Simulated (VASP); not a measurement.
# Ti3Al (Fm-3m) in VASP: notebook

Runs on Ti3Al. Level: PBEsol. Tasks: single point.

Program: VASP 6.6.1. These are calculated values, not measurements. Logs are shortened: lines on timing, memory, paths and dates and some standing lists are left out, and cuts for length are marked.

### Step 1. The cell of the first run

It takes space group Fm-3m (No. 225, cubic). The conventional cell has a = 6.512 Å, b = 6.512 Å, c = 6.512 Å, α = 90.00°, β = 90.00°, γ = 90.00°. Ti (site symmetry -43m) has 10 Ti at 2.82 to 3.26 Å and 4 Al at 2.82 Å within 3.7 Å. Within 3.7 Å of Ti (site symmetry m-3m) lie 8 Ti at 2.82 Å and 6 Al at 3.26 Å. Within 3.7 Å of Al (site symmetry m-3m) lie 14 Ti at 2.82 to 3.26 Å.

### Step 2. Single point, PBEsol, collinear spin (17.26 Å³/atom)

INCAR

```
SYSTEM = Ti3Al
ALGO = Fast ; EDIFF = 1E-6
ENCUT = 520 ; GGA = PS
ISIF = 2 ; ISMEAR = 0
ISPIN = 2 ; LASPH = .TRUE.
LCHARG = .FALSE. ; LMAXMIX = 4
LORBIT = 11 ; LREAL = .FALSE.
LWAVE = .FALSE. ; MAGMOM = 0.7 0.7 0.7 0
NBANDS = 32 ; NELM = 150
NUPDOWN = 2.1 ; PREC = Accurate
SIGMA = 0.15
```

KPOINTS

```
k-points
0
G
  12 12 12
  0 0 0
```

POSCAR

```
Ti3Al
1.0
    0.0000000000      3.2562326158      3.2562326158
    3.2562326158      0.0000000000      3.2562326158
    3.2562326158      3.2562326158      0.0000000000
Ti Al
3 1
Direct
    0.7500000000      0.7500000000      0.7500000000
    0.2500000000      0.2500000000      0.2500000000
    0.0000000000      0.0000000000      0.0000000000
    0.5000000000      0.5000000000      0.5000000000
```

Potentials or basis: VASP PAW PBE potentials, release 64 (Ti_sv, Al).

Launch:

```
$ cat potpaw_PBE.64/Ti_sv/POTCAR potpaw_PBE.64/Al/POTCAR > POTCAR
$ mpirun -np 1 vasp_std > vasp.out
```

OUTCAR:

```text
SYSTEM = Ti3Al
   EDIFF = 1E-6
   ENCUT = 520
   GGA = PS
   ISIF = 2
   ISMEAR = 0
   ISPIN = 2
   LASPH = .TRUE.
   LORBIT = 11
   LREAL = .FALSE.
   NELM = 150
   NUPDOWN = 2.1
   PREC = Accurate

 ion  position               nearest neighbor table
   1  0.750  0.750  0.750-   4 2.82   4 2.82   4 2.82   3 2.82   4 2.82   3 2.82   3 2.82   3 2.82

   2  0.250  0.250  0.250-   3 2.82   3 2.82   3 2.82   3 2.82   4 2.82   4 2.82   4 2.82   4 2.82

   3  0.000  0.000  0.000-   1 2.82   1 2.82   1 2.82   1 2.82   2 2.82   2 2.82   2 2.82   2 2.82

   4  0.500  0.500  0.500-   2 2.82   2 2.82   2 2.82   1 2.82   2 2.82   1 2.82   1 2.82   1 2.82

  LATTYP: Found a face centered cubic cell.
 ALAT       =     6.5124652316

  Lattice vectors:

 A1 = (   0.0000000000,   3.2562326158,   3.2562326158)
 A2 = (   3.2562326158,   0.0000000000,   3.2562326158)
 A3 = (   3.2562326158,   3.2562326158,   0.0000000000)

Analysis of symmetry for initial positions (statically):
=====================================================================
 Subroutine PRICEL returns:
 Original cell was already a primitive cell.

 Routine SETGRP: Setting up the symmetry group for a
 face centered cubic supercell.

 Subroutine GETGRP returns: Found 48 space group operations
 (whereof 48 operations were pure point group operations)
 out of a pool of 48 trial point group operations.

The static configuration has the point symmetry O_h .

Analysis of symmetry for dynamics (positions and initial velocities):
=====================================================================
 Subroutine PRICEL returns:
 Original cell was already a primitive cell.

 Routine SETGRP: Setting up the symmetry group for a
 face centered cubic supercell.

 Subroutine GETGRP returns: Found 48 space group operations
 (whereof 48 operations were pure point group operations)
 out of a pool of 48 trial point group operations.

The dynamic configuration has the point symmetry O_h .

Analysis of structural, dynamic, and magnetic symmetry:
=====================================================================
 Subroutine PRICEL returns:
 Original cell was already a primitive cell.

 Routine SETGRP: Setting up the symmetry group for a
 face centered cubic supercell.

 Subroutine GETGRP returns: Found 48 space group operations
 (whereof 48 operations were pure point group operations)
 out of a pool of 48 trial point group operations.

The overall configuration has the point symmetry O_h .

 Subroutine INISYM returns: Found 48 space group operations
 (whereof 48 operations are pure point group operations),
 and found     1 'primitive' translations

----------------------------------------------------------------------------------------

                                     Primitive cell

  volume of cell :      69.0520

  direct lattice vectors                    reciprocal lattice vectors
     0.000000000  3.256232616  3.256232616    -0.153551683  0.153551683  0.153551683
     3.256232616  0.000000000  3.256232616     0.153551683 -0.153551683  0.153551683
     3.256232616  3.256232616  0.000000000     0.153551683  0.153551683 -0.153551683

  length of vectors
     4.605008328  4.605008328  4.605008328     0.265959317  0.265959317  0.265959317

  position of ions in fractional coordinates (direct lattice)
     0.750000000  0.750000000  0.750000000
     0.250000000  0.250000000  0.250000000
     0.000000000  0.000000000  0.000000000
     0.500000000  0.500000000  0.500000000

  ion indices of the primitive-cell ions
   primitive index   ion index
                 1           1
                 2           2
                 3           3
                 4           4

----------------------------------------------------------------------------------------

 KPOINTS: k-points

Automatic generation of k-mesh.
 Grid dimensions read from file:
 generate k-points for:   12   12   12

 Generating k-lattice:

  Cartesian coordinates                     Fractional coordinates (reciprocal lattice)
    -0.012795974  0.012795974  0.012795974     0.083333333  0.000000000  0.000000000
     0.012795974 -0.012795974  0.012795974     0.000000000  0.083333333  0.000000000
     0.012795974  0.012795974 -0.012795974     0.000000000  0.000000000  0.083333333

  Length of vectors
     0.022163276  0.022163276  0.022163276

  Shift w.r.t. Gamma in fractional coordinates (k-lattice)
     0.000000000  0.000000000  0.000000000

 Subroutine IBZKPT returns following result:
 ===========================================

 Found     72 irreducible k-points:

 Following reciprocal coordinates:
            Coordinates               Weight
  0.000000  0.000000  0.000000      1.000000
  0.083333  0.000000  0.000000      8.000000
  0.166667  0.000000  0.000000      8.000000
  0.250000  0.000000  0.000000      8.000000
  0.333333  0.000000  0.000000      8.000000
  0.416667  0.000000  0.000000      8.000000
[... 16 lines left out ...]
  0.500000  0.166667  0.000000     24.000000
 -0.416667  0.166667  0.000000     24.000000
 [... further k-points ...]
   k-points           NKPTS =     72   k-points in BZ     NKDIM =     72   number of bands    NBANDS=     32
   number of dos      NEDOS =    301   number of ions     NIONS =      4
   total plane-waves  NPLWV =  46656
   dimension x,y,z NGX =    36 NGY =   36 NGZ =   36
   dimension x,y,z NGXF=    72 NGYF=   72 NGZF=   72
   ions per type =               3   1
   NGX,Y,Z   is equivalent  to a cutoff of  13.00, 13.00, 13.00 a.u.
   NGXF,Y,Z  is equivalent  to a cutoff of  25.99, 25.99, 25.99 a.u.
 SYSTEM =  Ti3Al
   PREC   = accura    normal or accurate (medium, high low for compatibility)
   ISTART =      0    job   : 0-new  1-cont  2-samecut
   ICHARG =      2    charge: 1-file 2-atom 10-const
   ISPIN  =      2    spin polarized calculation?
   LNONCOLLINEAR =      F non collinear calculations
   LSORBIT =      F    spin-orbit coupling
   LASPH  =      T    aspherical Exc in radial PAW
   ENCUT  =  520.0 eV  38.22 Ry    6.18 a.u.   8.56  8.56  8.56*2*pi/ulx,y,z
   NELM   =    150;   NELMIN=  2; NELMDL= -5     # of ELM steps
   EDIFF  = 0.1E-05   stopping-criterion for ELM
   LREAL  =      F    real-space projection
   EDIFFG = 0.1E-04   stopping-criterion for IOM
   NSW    =      0    number of steps for IOM
[... 16 lines left out ...]
     AMIX_MAG =   1.60;   BMIX_MAG =  1.00
  volume/ion in A,a.u.               =      17.26       116.50
  Fermi-wavevector in a.u.,A,eV,Ry     =   1.353228  2.557230 24.915339  1.831226
  Thomas-Fermi vector in A             =   2.480501
   LORBIT       =     11    0 simple, 1 ext, 2 COOP (PROOUT), +10 PAW based schemes
   GGA     = PS    functional components
   LHFCALC =     F    Hartree Fock is set to
   AEXX    =    0.0000 exact exchange contribution
   IVDW    =     0    specifies the selected vdW correction
   LEPSILON=     F    determine dielectric tensor
   LRPA    =     F    only Hartree local field effects (RPA)
 spin polarized calculation
 RMM-DIIS sequential band-by-band and
 Gauss-broadening in eV      SIGMA  =   0.15
  energy-cutoff  :      520.00
  volume of cell :       69.05
 maximum number of plane-waves:      1880
 NGX is ok and might be reduce to    36
   NGX = 17   NGY = 17   NGZ = 17

 number of electron      38.9999995 magnetization       2.0999999

 Free energy of the ion-electron system (eV)
  ---------------------------------------------------
  ext. energy  EPLUGINS =         0.00000000
  ---------------------------------------------------
  free energy    TOTEN  =       -29.68031941 eV

  energy without entropy =      -29.61706552  energy(sigma->0) =      -29.64869247

 E-fermi :   7.7532     XC(G=0): -11.2589

 val. band max:        7.7703940066   @ k =  -0.2500   0.2500   0.0833
 cond. band min:       7.7538875589   @ k =   0.5000   0.5000   0.0000
 fundamental gap:     -0.0165064477
 Fermi energy:         7.7735057470

 spin component 1

 k-point     1 :       0.0000    0.0000    0.0000
  band No.  band energies     occupation
      1     -48.8525      1.00000
      2     -48.7675      1.00000
      3     -48.6693      1.00000
      4     -25.2732      1.00000
      5     -25.2732      1.00000
      6     -25.2732      1.00000
[... 23 lines left out ...]
     30      13.2284      0.00000
     31      13.2284      0.00000

 k-point     2 :       0.0833    0.0000    0.0000
  band No.  band energies     occupation
      1     -48.8502      1.00000
      2     -48.7681      1.00000
      3     -48.6711      1.00000
      4     -25.2856      1.00000
      5     -25.2802      1.00000
      6     -25.2802      1.00000
[... 23 lines left out ...]
     30      13.2687      0.00000
     31      13.2691      0.00000

 k-point     3 :       0.1667    0.0000    0.0000
  band No.  band energies     occupation
      1     -48.8436      1.00000
      2     -48.7696      1.00000
      3     -48.6762      1.00000
      4     -25.3033      1.00000
      5     -25.2955      1.00000
      6     -25.2955      1.00000
[... 703 lines left out ...]
     30      11.8326      0.00000
     31      12.0757      0.00000

 k-point    24 :      -0.4167    0.1667    0.0000
  band No.  band energies     occupation
      1     -48.7996      1.00000
      2     -48.7829      1.00000
      3     -48.7073      1.00000
      4     -25.3525      1.00000
      5     -25.3450      1.00000
      6     -25.3019      1.00000
[... 23 lines left out ...]
     30      11.8684      0.00000
     31      12.1150      0.00000

 [... further k-points ...]

 spin component 2

 k-point     1 :       0.0000    0.0000    0.0000
  band No.  band energies     occupation
      1     -48.5596      1.00000
      2     -48.5189      1.00000
      3     -47.8408      1.00000
      4     -24.9453      1.00000
      5     -24.9453      1.00000
      6     -24.9453      1.00000
[... 23 lines left out ...]
     30      13.4746      0.00000
     31      13.4746      0.00000

 k-point     2 :       0.0833    0.0000    0.0000
  band No.  band energies     occupation
      1     -48.5586      1.00000
      2     -48.5195      1.00000
      3     -47.8413      1.00000
      4     -24.9510      1.00000
      5     -24.9458      1.00000
      6     -24.9458      1.00000
[... 23 lines left out ...]
     30      13.5189      0.00000
     31      13.5191      0.00000

 k-point     3 :       0.1667    0.0000    0.0000
  band No.  band energies     occupation
      1     -48.5558      1.00000
      2     -48.5210      1.00000
      3     -47.8426      1.00000
      4     -24.9599      1.00000
      5     -24.9470      1.00000
      6     -24.9470      1.00000
[... 703 lines left out ...]
     30      12.1950      0.00000
     31      12.4544      0.00000

 k-point    24 :      -0.4167    0.1667    0.0000
  band No.  band energies     occupation
      1     -48.5369      1.00000
      2     -48.5340      1.00000
      3     -47.8488      1.00000
      4     -24.9836      1.00000
      5     -24.9701      1.00000
      6     -24.9373      1.00000
[... 23 lines left out ...]
     30      12.2539      0.00000
     31      12.4458      0.00000

 [... further k-points ...]

 [bands above 31 left out]

------------------------ aborting loop because EDIFF is reached ----------------------------------------

  FORCE on cell =-STRESS in cart. coord.  units (eV):
  Direction    XX          YY          ZZ          XY          YZ          ZX
  --------------------------------------------------------------------------------------
  -------------------------------------------------------------------------------------
  Total       -2.6269278     -2.6269278     -2.6269278     -0.0000000      0.0000000     -0.0000000
  in kB      -60.9512267    -60.9512267    -60.9512267     -0.0000000      0.0000000     -0.0000000
  external PRESSURE =     -60.9512267 kB  Pullay stress =       0.0000000 kB

 VOLUME and BASIS-vectors are now :
 -----------------------------------------------------------------------------
  energy-cutoff  :      520.00
  volume of cell :       69.05
      direct lattice vectors                 reciprocal lattice vectors
     0.000000000  3.256232616  3.256232616    -0.153551683  0.153551683  0.153551683
     3.256232616  0.000000000  3.256232616     0.153551683 -0.153551683  0.153551683
     3.256232616  3.256232616  0.000000000     0.153551683  0.153551683 -0.153551683

 POSITION                                       TOTAL-FORCE (eV/Angst)
 -----------------------------------------------------------------------------------
      4.88435      4.88435      4.88435        -0.000000     -0.000000     -0.000000
      1.62812      1.62812      1.62812         0.000000      0.000000      0.000000
      0.00000      0.00000      0.00000        -0.000000     -0.000000     -0.000000
      3.25623      3.25623      3.25623        -0.000000     -0.000000     -0.000000
 -----------------------------------------------------------------------------------
    total drift:                                0.000000      0.000000      0.000000

  FREE ENERGIE OF THE ION-ELECTRON SYSTEM (eV)
  ---------------------------------------------------
  free  energy   TOTEN  =       -29.6803194131 eV

  energy  without entropy=      -29.6170655171  energy(sigma->0) =      -29.64869247

 total charge

# of ion       s       p       d       tot
------------------------------------------
    1        2.209   6.121   1.890  10.220
    2        2.209   6.121   1.890  10.220
    3        2.246   6.094   1.954  10.294
    4        0.403   0.405   0.000   0.808
--------------------------------------------------
tot          7.067  18.741   5.734  31.542

 magnetization (x)

# of ion       s       p       d       tot
------------------------------------------
    1        0.003   0.033   0.254   0.290
    2        0.003   0.033   0.254   0.290
    3        0.012   0.032   0.945   0.990
    4       -0.007  -0.012   0.000  -0.019
--------------------------------------------------
tot          0.011   0.085   1.454   1.550
```

Run time: 6.8 min. Hardware: 1 thread of Intel Xeon 6975P-C (Granite Rapids), shared host; peak memory 0.38 GiB.

What came out:

```
Free energy                                           : -29.6803 eV
Pressure                                              : -6.1 GPa
Net moment                                            : 2.10 μB per cell
Site moments                                          : Ti +0.29, +0.99 (each value once); Al -0.02 μB
Valence electrons inside the program's atomic spheres : Ti 10.22, 10.29 (each value once); Al 0.81
```

Caveat: the cell stands under tension; the PAW data sets were made with another functional, which shifts forces and pressure a little; the total moment is fixed, so each spin has its own Fermi level.

### Step 3. Single point, PBEsol, collinear spin (17.26 Å³/atom)

INCAR

```
SYSTEM = Ti3Al
  PREC = Accurate
  ENCUT = 520
  EDIFF = 1E-7
  ISMEAR = 0
  SIGMA = 0.15
  LREAL = .False.
  LASPH = .True.
  NELM = 150
  ALGO = Fast
  ISIF = 2
  LWAVE = .False.
  LCHARG = .False.
  ISPIN = 2
  MAGMOM = 0.3 0.3 0.3 0
  LORBIT = 11
  NUPDOWN = 0.9
  LMAXMIX = 4
  GGA = PS
  NBANDS = 32
```

KPOINTS

```
Automatic mesh
0
Gamma
  12 12 12
  0 0 0
```

POSCAR is that of step 2.

Potentials or basis: VASP PAW PBE potentials, release 64 (Ti_sv, Al).

Launch:

```
$ cat potpaw_PBE.64/Ti_sv/POTCAR potpaw_PBE.64/Al/POTCAR > POTCAR
$ mpirun -np 1 vasp_std > vasp.out
```

Wall time 8.9 min (1 thread of Intel Xeon 6975P-C (Granite Rapids), shared host); peak memory 0.39 GiB.

Results (log left out):

- Free energy: -29.6507 eV
- Pressure: -6.8 GPa
- Net moment: 0.90 μB per cell
- Site moments: Ti +0.05, +0.60 (each value once); Al -0.01 μB
- Valence electrons inside the program's atomic spheres: Ti 10.22, 10.29 (each value once); Al 0.81

Caveat: the cell stands under tension; the PAW data sets were made with another functional, which shifts forces and pressure a little; the total moment is fixed, so each spin has its own Fermi level.

### Step 4. Single point, PBEsol, collinear spin (15.23 Å³/atom)

This run uses another cell than the first one, of 15.23 Å³/atom.

INCAR

```
PREC     = Accurate       # precision mode
ENCUT    = 520            # plane-wave cutoff, eV
EDIFF    = 1E-6           # SCF threshold, eV
ISMEAR   = 0              # smearing method
SIGMA    = 0.15           # smearing width, eV
LREAL    = False          # projectors in reciprocal space
LASPH    = True           # aspherical terms in the spheres
NELM     = 150            # most SCF steps
ALGO     = Fast           # electronic algorithm
ISIF     = 2              # what is computed and relaxed
LWAVE    = False          # write WAVECAR
LCHARG   = False          # write CHGCAR
ISPIN    = 2              # spin polarisation
MAGMOM   = 0.9 0.9 0.9 0  # initial moments
LORBIT   = 11             # projections on sites
NUPDOWN  = 2.7            # fixed moment
LMAXMIX  = 4              # l up to which the mixer works
GGA      = PS             # functional
NBANDS   = 32             # bands
```

KPOINTS

```
Automatic mesh
0
Gamma
  12 12 12
```

POSCAR

```
Ti3Al
1.0
    0.0000000000      3.1231701287      3.1231701287
    3.1231701287      0.0000000000      3.1231701287
    3.1231701287      3.1231701287      0.0000000000
Ti Al
3 1
Direct
    0.7500000000      0.7500000000      0.7500000000
    0.2500000000      0.2500000000      0.2500000000
    0.0000000000      0.0000000000      0.0000000000
    0.5000000000      0.5000000000      0.5000000000
```

Launch:

```
$ cat potpaw_PBE.64/Ti_sv/POTCAR potpaw_PBE.64/Al/POTCAR > POTCAR
$ mpirun -np 1 vasp_std > vasp.out
```

It took 11 min on 1 thread of AMD EPYC 9R45 (Zen 5), shared host; peak memory 0.34 GiB.

It converged, with:

| Item | Value |
| --- | --- |
| Free energy | -29.5839 eV |
| Pressure | 9.8 GPa |
| Net moment | 2.70 μB per cell |
| Site moments | Ti +0.47, +1.08 (each value once); Al -0.01 μB |
| Valence electrons inside the program's atomic spheres | Ti 10.37, 10.45 (each value once); Al 0.87 |

Caveat: the cell stands under pressure; the PAW data sets were made with another functional, which shifts forces and pressure a little; the total moment is fixed, so each spin has its own Fermi level.

### Step 5. Single point, PBEsol, collinear spin (15.23 Å³/atom)

This run uses another cell than the first one, of 15.23 Å³/atom.

INCAR

```
SYSTEM = Ti3Al
PREC = Accurate ; ENCUT = 520
EDIFF = 1E-6 ; ISMEAR = 0
SIGMA = 0.15 ; LREAL = .FALSE.
LASPH = .TRUE. ; NELM = 150
ALGO = Normal ; ISIF = 2
LWAVE = .FALSE. ; LCHARG = .FALSE.
ISPIN = 2 ; MAGMOM = 0.3 0.3 0.3 0
LORBIT = 11 ; NUPDOWN = 0.9
LMAXMIX = 4 ; GGA = PS
NBANDS = 32
```

KPOINTS

```
Automatic mesh
0
G
  12 12 12
  0 0 0
```

POSCAR is that of step 4.

Launch:

```
$ cat potpaw_PBE.64/Ti_sv/POTCAR potpaw_PBE.64/Al/POTCAR > POTCAR
$ mpirun -np 1 vasp_std > vasp.out
```

Run time: 3.5 min. Hardware: 1 thread of AMD EPYC 9R45 (Zen 5), shared host; peak memory 0.34 GiB.

It converged, with:

- Free energy: -29.6537 eV
- Pressure: 7.9 GPa
- Net moment: 0.90 μB per cell
- Site moments: Ti +0.08, +0.55 (each value once); Al -0.01 μB
- Valence electrons inside the program's atomic spheres: Ti 10.37, 10.44 (each value once); Al 0.87

Caveat: the cell stands under pressure; the PAW data sets were made with another functional, which shifts forces and pressure a little; the total moment is fixed, so each spin has its own Fermi level.

### Step 6. The runs side by side

```csv
fixed moment (μB),cell,pressure (GPa),moment (μB)
2.1,"a = 4.605 Å, angles 60.0°, 4 atoms",-6.1,2.10
0.9,"a = 4.605 Å, angles 60.0°, 4 atoms",-6.8,0.90
2.7,"a = 4.417 Å, angles 60.0°, 4 atoms",9.8,2.70
0.9,"a = 4.417 Å, angles 60.0°, 4 atoms",7.9,0.90
```

Alike in all rows: task single point; level PBEsol; potentials or basis VASP PAW PBE potentials, release 64 (Ti_sv, Al); spin collinear; k mesh 12 × 12 × 12; cutoff (eV) 520; smearing gaussian 0.15 eV.

Caveats: the PAW data sets were made with another functional, which shifts forces and pressure a little; the total moment is fixed, so each spin has its own Fermi level; the cell stands under tension (at least some runs); the cell stands under pressure (at least some runs).

Absolute energies hang on the potentials; compare differences alone.
